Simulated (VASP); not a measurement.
# Zr2PdN4 (I4/mmm) in VASP: further runs, part 2 of 2

VASP 6.6.1.

### 4 Relaxation of cell and atoms, PBE

File INCAR:

```
PREC = Accurate ; ENCUT = 600
EDIFF = 1E-6 ; ISMEAR = 0
SIGMA = 0.1 ; LREAL = False
LASPH = True ; NELM = 80
ALGO = Normal ; ISIF = 3
LWAVE = False ; LCHARG = False
GGA = PE ; IBRION = 2
NSW = 90 ; EDIFFG = -0.04
```

File KPOINTS:

```
Automatic mesh
0
Gamma
  8 8 8
```

File POSCAR:

```
Zr2PdN4
1.0
   -1.7622095029      1.7622095029      5.7472708633
    1.7622095029     -1.7622095029      5.7472708633
    1.7622095029      1.7622095029     -5.7472708633
Zr Pd N
2 1 4
Direct
    0.3537700000      0.3537700000      0.0000000000
    0.6462300000      0.6462300000      0.0000000000
    0.0000000000      0.0000000000      0.0000000000
    0.5000000000      0.0000000000      0.5000000000
    0.0000000000      0.5000000000      0.5000000000
    0.1533100000      0.1533100000      0.0000000000
    0.8466900000      0.8466900000      0.0000000000
```

The run is started by

```sh
$ cat potpaw_PBE.64/Zr_sv/POTCAR potpaw_PBE.64/Pd/POTCAR potpaw_PBE.64/N/POTCAR > POTCAR
$ mpirun -np 1 vasp_std > vasp.out
```

Run time: 33 min. Hardware: 1 thread of AMD EPYC 9R45 (Zen 5), shared host; peak memory 0.47 GiB.

It converged, with:

* Free energy: -56.8813 eV
* Relaxed volume: 11.93 Å³/atom
* Relaxed cell: a = 6.196 Å, b = 6.196 Å, c = 6.196 Å, α = 143.53°, β = 143.53°, γ = 52.53°
* Space group after relaxing (to 0.1 Å): I4/mmm (No. 139)
* Energy gained by relaxing: 714.5 meV/atom
* Ionic steps: 10
* Pressure after relaxing: 0.1 GPa
* Largest force after relaxing: 0.015 eV/Å
* Band gap on the k mesh: zero (bands 27 and 28 overlap by 0.70 eV)

Forces in eV/Å, atoms in the order of the input:
```
Zr   0.000  0.000  0.011
Zr   0.000  0.000 -0.011
Pd   0.000  0.000  0.000
N    0.000  0.000  0.000
N    0.000  0.000  0.000
N    0.000  0.000 -0.015
N    0.000  0.000  0.015
```

Stress tensor (GPa, compression positive):
```
0.01 0.00 0.00
0.00 0.01 0.00
0.00 0.00 0.18
```

The path:
| step | energy change (eV) | largest force (eV/Å) | pressure (GPa) | volume (Å³) |
| --- | --- | --- | --- | --- |
| 1 | 0.0000 | 10.8316 | 57.21 | 71.39 |
| 2 | 0.0985 | 0.8936 | -31.54 | 115.98 |
| 3 | -4.0081 | 0.8679 | -12.50 | 87.86 |
| 4 | -4.0605 | 1.1293 | -9.60 | 86.40 |
| 5 | -4.0741 | 1.4074 | -6.67 | 85.09 |
| 6 | -4.9612 | 0.4933 | 3.29 | 82.05 |
| 7 | -4.9633 | 0.5519 | 4.19 | 81.87 |
| 8 | -4.9907 | 0.1518 | -2.86 | 84.72 |
| 9 | -5.0000 | 0.1233 | -0.59 | 83.74 |
| 10 | -5.0016 | 0.0151 | 0.07 | 83.53 |

Final structure:
```
CELL_PARAMETERS angstrom
-1.93866 1.93866 5.55626
1.93866 -1.93866 5.55626
1.93866 1.93866 -5.55626
ATOMIC_POSITIONS crystal
Zr 0.36076 0.36076 0.00000
Zr 0.63924 0.63924 0.00000
Pd 0.00000 0.00000 0.00000
N 0.50000 0.00000 0.50000
N 0.00000 0.50000 0.50000
N 0.18235 0.18235 0.00000
N 0.81765 0.81765 0.00000
```

Levels at points of the mesh, in eV from the Fermi level:
```csv
k point,band 25,band 26,band 27,band 28,band 29,band 30
"(0.00, 0.00, 0.00)",-1.28,-1.05,-0.47,-0.42,-0.42,2.12
"(0.50, 0.00, 0.00)",-1.41,-0.45,-0.43,0.43,3.06,3.15
"(0.50, 0.50, 0.00)",-0.30,-0.06,0.28,2.40,2.51,3.10
"(0.50, 0.50, 0.50)",-0.71,-0.71,-0.06,-0.06,1.03,1.20
```

Caveat: the volume moved by over 15 % at a fixed basis, so the end points are rough.

### 5 Single point, PBE

This run uses another cell than the first one, of 11.93 Å³/atom.

File INCAR:

```
SYSTEM = Zr2PdN4
ALGO = Normal
EDIFF = 1E-6
ENCUT = 520
GGA = PE
ISIF = 2
ISMEAR = 0
LASPH = .True.
LCHARG = .True.
LELF = .True.
LREAL = .False.
LVHAR = .True.
LWAVE = .False.
NBANDS = 36
NELM = 100
PREC = Accurate
SIGMA = 0.1
```

File KPOINTS:

```
k-points
0
Gamma
  14 14 14
  0 0 0
```

File POSCAR:

```
Zr2PdN4
1.0
   -1.9383645436      1.9383645436      5.5582961742
    1.9383645436     -1.9383645436      5.5582961742
    1.9383645436      1.9383645436     -5.5582961742
Zr Pd N
2 1 4
Direct
    0.3604864292      0.3604864292      0.0000000000
    0.6395135708      0.6395135708      0.0000000000
    0.0000000000      0.0000000000      0.0000000000
    0.5000000000      0.0000000000      0.5000000000
    0.0000000000      0.5000000000      0.5000000000
    0.1822604748      0.1822604748      0.0000000000
    0.8177395252      0.8177395252      0.0000000000
```

The run is started by

```sh
$ cat potpaw_PBE.64/Zr_sv/POTCAR potpaw_PBE.64/Pd/POTCAR potpaw_PBE.64/N/POTCAR > POTCAR
$ mpirun -np 1 vasp_std > vasp.out
```

Run time: 21 min. Hardware: 1 thread of AMD EPYC 9R45 (Zen 5), shared host; peak memory 0.78 GiB.

It converged, with:

```yaml
Free_energy: -56.8929 eV
Pressure: 0.1 GPa
Largest_force: 0.049 eV/Å
Band_gap_on_the_k_mesh: zero (bands 27 and 28 overlap by 0.76 eV)
```

Forces in eV/Å, atoms in the order of the input:
```
Zr   0.000  0.000  0.049
Zr   0.000  0.000 -0.049
Pd   0.000  0.000  0.000
N    0.000  0.000  0.000
N    0.000  0.000  0.000
N    0.000  0.000 -0.037
N    0.000  0.000  0.037
```

Stress tensor (GPa, compression positive):
```
-0.03  0.00  0.00
 0.00 -0.03  0.00
 0.00  0.00  0.29
```

Levels at points of the mesh, in eV from the Fermi level:
| k point | band 25 | band 26 | band 27 | band 28 | band 29 | band 30 |
| --- | --- | --- | --- | --- | --- | --- |
| (0.00, 0.00, 0.00) | -1.31 | -1.07 | -0.49 | -0.45 | -0.45 | 2.09 |
| (0.50, 0.00, 0.00) | -1.43 | -0.48 | -0.46 | 0.40 | 3.03 | 3.12 |
| (0.50, 0.50, 0.00) | -0.33 | -0.09 | 0.26 | 2.38 | 2.49 | 3.07 |
| (0.50, 0.50, 0.50) | -0.74 | -0.74 | -0.09 | -0.09 | 0.99 | 1.18 |

### 6 Single point, PBE

This run uses another cell than the first one, of 11.78 Å³/atom.

File INCAR:

```
ALGO = Normal ; EDIFF = 1E-6
ENCUT = 520 ; GGA = PE
ISIF = 2 ; ISMEAR = 0
LASPH = T ; LCHARG = T
LELF = T ; LREAL = F
LVHAR = T ; LWAVE = F
NBANDS = 36 ; NELM = 80
PREC = Accurate ; SIGMA = 0.1
```

File KPOINTS:

```
k-points
0
Gamma
  6 6 6
```

File POSCAR:

```
Zr2PdN4
1.0
   -2.6143366467      2.6143366467      3.0159389978
    2.6143366467     -2.6143366467      3.0159389978
    2.6143366467      2.6143366467     -3.0159389978
Zr Pd N
2 1 4
Direct
    0.7500000000      0.2500000000      0.5000000000
    0.2500000000      0.7500000000      0.5000000000
    0.0000000000      0.0000000000      0.0000000000
    0.2680236757      0.2680236757      0.5360473514
    0.2680236757      0.7319763243      0.0000000000
    0.7319763243      0.7319763243      0.4639526486
    0.7319763243      0.2680236757      0.0000000000
```

Potentials or basis: VASP PAW PBE potentials, release 64 (Zr_sv, Pd, N).

The run is started by

```sh
$ cat potpaw_PBE.64/Zr_sv/POTCAR potpaw_PBE.64/Pd/POTCAR potpaw_PBE.64/N/POTCAR > POTCAR
$ mpirun -np 1 vasp_std > vasp.out
```

It took 2.1 min on 1 thread of Oxide Virtual Turin-like, shared host; peak memory 0.22 GiB.

The run converged. Its results:

```yaml
Free_energy: -57.0262 eV
Pressure: 0.3 GPa
Largest_force: 0.028 eV/Å
Band_gap_on_the_k_mesh: zero (bands 27 and 28 overlap by 0.28 eV)
```

Forces on the atoms (eV/Å):
```
Zr   0.000  0.000  0.000
Zr   0.000  0.000  0.000
Pd   0.000  0.000  0.000
N    0.020  0.020  0.000
N   -0.020  0.020  0.000
N   -0.020 -0.020  0.000
N    0.020 -0.020  0.000
```

Stress tensor (GPa, compression positive):
```
0.17 0.00 0.00
0.00 0.17 0.00
0.00 0.00 0.43
```

Levels at points of the mesh, in eV from the Fermi level:
| k point | band 25 | band 26 | band 27 | band 28 | band 29 | band 30 |
| --- | --- | --- | --- | --- | --- | --- |
| (0.00, 0.00, 0.00) | -0.46 | -0.08 | -0.04 | 0.25 | 0.25 | 0.58 |
| (0.50, 0.00, 0.00) | -1.19 | -0.32 | -0.18 | 0.71 | 2.31 | 2.83 |
| (0.50, 0.50, 0.00) | -1.38 | -1.35 | -0.14 | 0.36 | 1.18 | 2.65 |
| (0.50, 0.50, 0.50) | -0.89 | -0.89 | 0.09 | 0.09 | 2.50 | 3.11 |

### 7 Relaxation of cell and atoms, PBE

This run uses another cell than the first one, of 10.49 Å³/atom.

File INCAR:

```
SYSTEM = Zr2PdN4
  PREC = Accurate
  ENCUT = 600
  EDIFF = 1E-6
  ISMEAR = 0
  SIGMA = 0.1
  LREAL = .FALSE.
  LASPH = .TRUE.
  NELM = 80
  ALGO = Normal
  ISIF = 3
  LWAVE = .FALSE.
  LCHARG = .FALSE.
  GGA = PE
  IBRION = 2
  NSW = 90
  EDIFFG = -0.04
```

File KPOINTS:

```
Automatic mesh
0
G
  6 6 6
  0 0 0
```

File POSCAR:

```
Zr2PdN4
1.0
   -2.8218004163      2.8218004163      2.3055353819
    2.8218004163     -2.8218004163      2.3055353819
    2.8218004163      2.8218004163     -2.3055353819
Zr Pd N
2 1 4
Direct
    0.7500000000      0.2500000000      0.5000000000
    0.2500000000      0.7500000000      0.5000000000
    0.0000000000      0.0000000000      0.0000000000
    0.3030000000      0.3030000000      0.6060000000
    0.3030000000      0.6970000000      0.0000000000
    0.6970000000      0.6970000000      0.3940000000
    0.6970000000      0.3030000000      0.0000000000
```

Potentials or basis: VASP PAW PBE potentials, release 64 (Zr_sv, Pd, N).

The run is started by

```sh
$ cat potpaw_PBE.64/Zr_sv/POTCAR potpaw_PBE.64/Pd/POTCAR potpaw_PBE.64/N/POTCAR > POTCAR
$ mpirun -np 1 vasp_std > vasp.out
```

OUTCAR:

```text
SYSTEM = Zr2PdN4
   PREC = Accurate
   ENCUT = 600
   EDIFF = 1E-6
   ISMEAR = 0
   LREAL = .FALSE.
   LASPH = .TRUE.
   NELM = 80
   ISIF = 3
   GGA = PE
   IBRION = 2
   NSW = 90
   EDIFFG = -0.04

 ion  position               nearest neighbor table
   1  0.750  0.250  0.500-   2 2.31   2 2.31   6 2.34   4 2.34   7 2.34   5 2.34   5 2.34   7 2.34
                             6 2.34   4 2.34   3 3.05   3 3.05   3 3.05   3 3.05
   2  0.250  0.750  0.500-   1 2.31   1 2.31   6 2.34   4 2.34   5 2.34   7 2.34   7 2.34   5 2.34
                             4 2.34   6 2.34   3 3.05   3 3.05   3 3.05   3 3.05
   3  0.000  0.000  0.000-   5 2.42   7 2.42   4 2.42   6 2.42   1 3.05   2 3.05   1 3.05   2 3.05
                             2 3.05   1 3.05   2 3.05   1 3.05
   4  0.303  0.303  0.606-   2 2.34   1 2.34   1 2.34   2 2.34   3 2.42
   5  0.303  0.697  0.000-   1 2.34   2 2.34   2 2.34   1 2.34   3 2.42
   6  0.697  0.697  0.394-   2 2.34   1 2.34   1 2.34   2 2.34   3 2.42
   7  0.697  0.303  0.000-   2 2.34   1 2.34   1 2.34   2 2.34   3 2.42

  LATTYP: Found a body centered tetragonal cell.
 ALAT       =     5.6436008326
 C/A-ratio  =     0.8170441001

  Lattice vectors:

 A1 = (  -2.8218004163,   2.8218004163,   2.3055353819)
 A2 = (   2.8218004163,  -2.8218004163,   2.3055353819)
 A3 = (   2.8218004163,   2.8218004163,  -2.3055353819)

Analysis of symmetry for initial positions (statically):
=====================================================================
 Subroutine PRICEL returns:
 Original cell was already a primitive cell.

 Routine SETGRP: Setting up the symmetry group for a
 body centered tetragonal supercell.
[... 296 lines left out ...]
  free  energy   TOTEN  =       -54.8637887566 eV

  energy  without entropy=      -54.8413310284  energy(sigma->0) =      -54.85255989

 E-fermi :  10.2738     XC(G=0): -12.3937

 val. band max:       10.2334300315   @ k =  -0.3333  -0.3333   0.3333
 cond. band min:      10.3113994405   @ k =  -0.3333  -0.3333   0.1667
 fundamental gap:      0.0779694090
 Fermi energy:        10.2737891104

 k-point     1 :       0.0000    0.0000    0.0000
  band No.  band energies     occupation
      1     -39.3165      2.00000
      2     -39.2392      2.00000
      3     -17.4868      2.00000
      4     -17.4868      2.00000
      5     -17.4853      2.00000
      6     -17.2313      2.00000
[... 829 lines left out ...]
     31      13.0679      0.00000
     32      13.6262      0.00000

 [... further k-points ...]

[... ionic steps 4 to 9 ...]

--------------------------------------- Ionic step       10  -------------------------------------------

 number of electron      53.9999996 magnetization

------------------------ aborting loop because EDIFF is reached ----------------------------------------
[... 77 lines left out ...]
--------------------------------------- Ionic step       12  -------------------------------------------

 number of electron      53.9999996 magnetization

 Free energy of the ion-electron system (eV)
  ---------------------------------------------------
  ext. energy  EPLUGINS =         0.00000000
  ---------------------------------------------------
  free energy    TOTEN  =       -56.94176076 eV

  energy without entropy =      -56.92372715  energy(sigma->0) =      -56.93274396

 E-fermi :   8.6883     XC(G=0): -12.1873

 val. band max:        8.6788005171   @ k =   0.3333   0.1667   0.1667
 cond. band min:       8.7008303217   @ k =  -0.3333  -0.3333   0.1667
 fundamental gap:      0.0220298046
 Fermi energy:         8.6882880694

 k-point     1 :       0.0000    0.0000    0.0000
  band No.  band energies     occupation
      1     -40.2140      2.00000
      2     -40.0895      2.00000
      3     -18.7765      2.00000
      4     -18.1609      2.00000
      5     -18.1609      2.00000
      6     -18.1589      2.00000
[... 865 lines left out ...]
  FREE ENERGIE OF THE ION-ELECTRON SYSTEM (eV)
  ---------------------------------------------------
  free  energy   TOTEN  =       -56.9417607589 eV

  energy  without entropy=      -56.9237271532  energy(sigma->0) =      -56.93274396

 reached required accuracy - stopping structural energy minimisation
```

OSZICAR:

```text
N       E                     dE             d eps       ncg     rms          rms(c)
DAV:   1     0.534300697117E+03    0.53430E+03   -0.32013E+04  1920   0.192E+03
DAV:   2    -0.518092034321E+01   -0.53948E+03   -0.52902E+03  2160   0.492E+02
DAV:   3    -0.554810762762E+02   -0.50300E+02   -0.49178E+02  3176   0.132E+02
[... 136 lines left out ...]
DAV:   3    -0.569417854425E+02    0.14683E-03   -0.76217E-04  2472   0.189E-01    0.136E-01
DAV:   4    -0.569417836113E+02    0.18311E-05   -0.53196E-04  2624   0.186E-01    0.724E-02
DAV:   5    -0.569417636453E+02    0.19966E-04   -0.14751E-04  2352   0.958E-02    0.233E-02
DAV:   6    -0.569417610650E+02    0.25803E-05   -0.15713E-05  2072   0.230E-02    0.129E-02
DAV:   7    -0.569417607589E+02    0.30605E-06   -0.15066E-06  1384   0.908E-03
  12 F= -.56941761E+02 E0= -.56932744E+02  d E =-.276758E-02
```

It took 14 min on 1 thread of Oxide Virtual Turin-like, shared host; peak memory 0.27 GiB.

What came out:

```yaml
Free_energy: -56.9418 eV
Relaxed_volume: 11.71 Å³/atom
Relaxed_cell: a = 4.760 Å, b = 4.760 Å, c = 4.760 Å, α = 113.34°, β = 113.34°, γ = 101.98°
Space_group_after_relaxing_to_0.1_Å: I4/mmm (No. 139)
Pressure_after_relaxing: 0.2 GPa
Largest_force_after_relaxing: 0.004 eV/Å
Band_gap_on_the_k_mesh: zero (bands 27 and 28 overlap by 0.29 eV)
```

Forces on the atoms (eV/Å):
```
Zr   0.000  0.000  0.000
Zr   0.000  0.000  0.000
Pd   0.000  0.000  0.000
N    0.003  0.003  0.000
N   -0.003  0.003  0.000
N   -0.003 -0.003  0.000
N    0.003 -0.003  0.000
```

Final structure:
```yaml
crystal:
  lattice:
    - [-2.61519, 2.61519, 2.99593]
    - [2.61519, -2.61519, 2.99593]
    - [2.61519, 2.61519, -2.99593]
  atoms:
    - { symbol: Zr, position: [0.75000, 0.25000, 0.50000] }
    - { symbol: Zr, position: [0.25000, 0.75000, 0.50000] }
    - { symbol: Pd, position: [0.00000, 0.00000, 0.00000] }
    - { symbol: N, position: [0.26808, 0.26808, 0.53617] }
    - { symbol: N, position: [0.26808, 0.73192, 0.00000] }
    - { symbol: N, position: [0.73192, 0.73192, 0.46383] }
    - { symbol: N, position: [0.73192, 0.26808, 0.00000] }
```

### 8 The runs side by side

```csv
task,cell,k mesh,cutoff (eV),gap on the mesh (eV),pressure (GPa),relaxed volume (Å³/atom),largest force (eV/Å)
single point,"a = 6.264 Å, angles 147.3, 147.3, 46.9°, 7 atoms, atomic positions A",8 × 8 × 8,520,none,57.3,-,10.83
single point,"a = 6.196 Å, angles 143.5, 143.5, 52.5°, 7 atoms, atomic positions B",8 × 8 × 8,520,none,0.1,-,0.04
relaxation of cell and atoms,"relaxed from a = 6.264 Å, angles 147.3, 147.3, 46.9°, 7 atoms, atomic positions A",8 × 8 × 8,600,none,0.1,11.93,0.02
single point,"a = 6.198 Å, angles 143.5, 143.5, 52.5°, 7 atoms, atomic positions C",14 × 14 × 14,520,none,0.1,-,0.05
single point,"a = 4.771 Å, angles 113.5, 113.5, 101.6°, 7 atoms, atomic positions D",6 × 6 × 6,520,none,0.3,-,0.03
relaxation of cell and atoms,"relaxed from a = 4.609 Å, angles 104.5, 104.5, 120.0°, 7 atoms, atomic positions E",6 × 6 × 6,600,none,0.2,11.71,-
```

Alike in all rows: level PBE; potentials or basis VASP PAW PBE potentials, release 64 (Zr_sv, Pd, N); no spin polarisation; smearing gaussian 0.1 eV.

Caveats: the stress differs along the axes, from 50 to 61 GPa (at least some runs); forces of over 1 eV/Å act on the atoms, so gaps and moduli don't describe the material at rest (at least some runs); the volume moved by over 15 % at a fixed basis, so the end points are rough (at least some runs).

Absolute energies hang on the potentials; compare differences alone.

The gap in the log of VASP goes by the Fermi energy; the results here count the filled bands.